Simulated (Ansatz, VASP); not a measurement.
Bi in VASP and in Ansatz

```
CELL_PARAMETERS angstrom
-1.98143 1.98143 1.98143
1.98143 -1.98143 1.98143
1.98143 1.98143 -1.98143
ATOMIC_POSITIONS crystal
Bi 0.00000 0.00000 0.00000
```

Alike in both runs: task relaxation of cell and atoms; functional RPBE; dispersion D4; k mesh 9 × 9 × 9; occupations fermi-dirac, width 0.05 eV; no spin polarisation.

|  | VASP | Ansatz |
| --- | --- | --- |
| version | VASP 6.6.1 | Ansatz 0.2.0 |
| potentials or method | VASP PAW PBE potentials, release 64 (Bi_d) | Ansatz PAW |
| plane-wave cutoff (eV) | 600 | 420 |
| valence electrons in the cell | 15 | 15 |

Ansatz gave:

* relaxed volume (Å³/atom): 29.93
* relaxed cell length with the largest relative difference (Å): 3.388

Estimate VASP's values.

relaxed volume (Å³/atom): 29.91; relaxed cell length with the largest relative difference (Å): 3.387.

VASP's potentials were made for PBE, not for RPBE.

Spin-orbit coupling is off throughout. Noted on Ansatz's run: the plane-wave basis is chosen anew once the cell has moved, so the energies of steps on either side of that aren't comparable.
